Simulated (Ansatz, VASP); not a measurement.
**I: VASP beside Ansatz**

```
CELL_PARAMETERS angstrom
0.00000 2.41200 3.98652
2.23524 0.00000 3.98652
2.23524 2.41200 0.00000
ATOMIC_POSITIONS crystal
I 0.00000 0.00000 0.00000
```

Alike in both runs: task single point; functional LDA; k mesh 9 × 9 × 9; occupations fermi-dirac, width 0.05 eV; non-collinear spin, spin-orbit coupling.

|  | VASP | Ansatz |
| --- | --- | --- |
| version | VASP 6.6.1 | Ansatz 0.2.0 |
| potentials or method | VASP PAW LDA potentials, release 64 (I) | Ansatz PAW |
| plane-wave cutoff (eV) | 520 | 420 |
| valence electrons in the cell | 7 | 17 |

```csv
,VASP,Ansatz,Ansatz less VASP
pressure (GPa),-2.9,-2.8,+0.04
"traceless stress, the component that is largest in VASP (GPa)",1.68,1.64,-0.033
```

LDA's correlation is that of Perdew and Zunger in VASP and of Perdew and Wang (1992) in Ansatz. VASP's potentials hold 7 valence electrons a cell and Ansatz's 17, so a difference there can come from the potentials and not from the codes.
